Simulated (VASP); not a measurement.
A run of VASP 6.6.1:

INCAR

```
SYSTEM = Ge
  ALGO = Normal
  EDIFF = 1E-6
  ENCUT = 520
  GGA = PS
  ISIF = 2
  ISMEAR = -1
  LASPH = .True.
  LCHARG = .True.
  LELF = .True.
  LREAL = .False.
  LVHAR = .True.
  LWAVE = .False.
  NBANDS = 21
  NELM = 100
  PREC = Accurate
  SIGMA = 0.05
```

The input KPOINTS:

```
k-points
0
Gamma
  8 8 8
  0 0 0
```

The input POSCAR:

```
Ge
1.0
    0.0000000000      2.8289100000      2.7723318000
    2.8289100000      0.0000000000      2.7723318000
    2.8289100000      2.8289100000      0.0000000000
Ge
2
Direct
    0.7500000000      0.7500000000      0.7500000000
    0.5000000000      0.5000000000      0.5000000000
```

Potentials or basis: VASP PAW PBE potentials, release 64 (Ge_d).

Launch:

```bash
$ cat potpaw_PBE.64/Ge_d/POTCAR > POTCAR
$ mpirun -np 1 vasp_std > vasp.out
```

Hardware: 1 thread of Intel(R) Xeon(R) 6975P-C (Granite Rapids), on a shared host.

**Question.** Estimate the wall time of this run.

**Answer.** Run time: 46 s on 1 thread of Intel(R) Xeon(R) 6975P-C (Granite Rapids), on a shared host, peak memory 0.18 GiB. Counts: scf iterations 12, k points 59.
